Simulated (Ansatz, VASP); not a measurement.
**Se: VASP beside Ansatz**

Contents of INCAR:

```
SYSTEM = Se
PREC = Accurate
ENCUT = 520
EDIFF = 1E-8
ISMEAR = -1
SIGMA = 0.03
LREAL = .False.
LASPH = .True.
NELM = 60
ALGO = Normal
ISIF = 2
LWAVE = .False.
LCHARG = .False.
GGA = CA
LEFG = .True.
NBANDS = 16
```

KPOINTS

```
regular mesh
0
Gamma
  6 6 5
  0 0 0
```

Contents of POSCAR:

```
Se
1.0
    4.3951160230      0.0000000000      0.0000000000
   -2.1975580116      3.8062821286      0.0000000000
    0.0000000000      0.0000000000      4.9864062541
Se
3
Direct
    0.2254000000      0.0000000000      0.3333333333
    0.0000000000      0.2254000000      0.6666666667
    0.7746000000      0.7746000000      0.0000000000
```

Input for Ansatz:

```yaml
crystal:
  lattice:
    - [4.395116023, 0.0, 0.0]
    - [-2.1975580116, 3.8062821286, 0.0]
    - [0.0, 0.0, 4.9864062541]
  atoms:
    - { symbol: Se, position: [0.2254, 0.0, 0.3333333333] }
    - { symbol: Se, position: [0.0, 0.2254, 0.6666666667] }
    - { symbol: Se, position: [0.7746, 0.7746, 0.0] }
kpoints:
  mp_grid: { grid: [6, 6, 5] }
scf:
  occupations: { method: fermi_dirac, width: 0.03 }
hamiltonian:
  xc: lda
  pseudopotentials: { kind: all_electron, datasets: crystal }
output:
  forces: true
  stress: true
  eigenvalues: true
  efg: { contact_densities: true }
```

Change from the starting cell: volume scaled by 1.02, crystal datasets.

Alike in both runs: task electric field gradients; functional LDA; k mesh 6 × 6 × 5; occupations fermi-dirac, width 0.03 eV; no spin polarisation.

|  | VASP | Ansatz |
| --- | --- | --- |
| version | VASP 6.6.1 | Ansatz 0.2.0 |
| potentials or method | VASP PAW LDA potentials, release 64 (Se), cutoff 520 eV | all-electron PAW with datasets made for the crystal, scalar-relativistic |

|  | VASP | Ansatz | Ansatz less VASP |
| --- | --- | --- | --- |
| gap on the k mesh at the Fermi level (eV) | 1.19 | 1.20 | +0.010 |
| pressure (GPa) | -2.1 | -2.3 | -0.19 |
| traceless stress, the component that is largest in VASP (GPa) | 0.52 | 0.45 | -0.074 |
| rms of the force components (eV/Å) | 0.036 | 0.009 | -0.0271 |
| size of Vzz on the site where it differs most (V/Å²) | 499.0 | 518.8 | +19.78 |

LDA's correlation is that of Perdew and Zunger in VASP and of Perdew and Wang (1992) in Ansatz. Atom by atom the forces differ by 0.027 eV/Å (rms over components). Ansatz ran all-electron here, and VASP with PAW potentials.
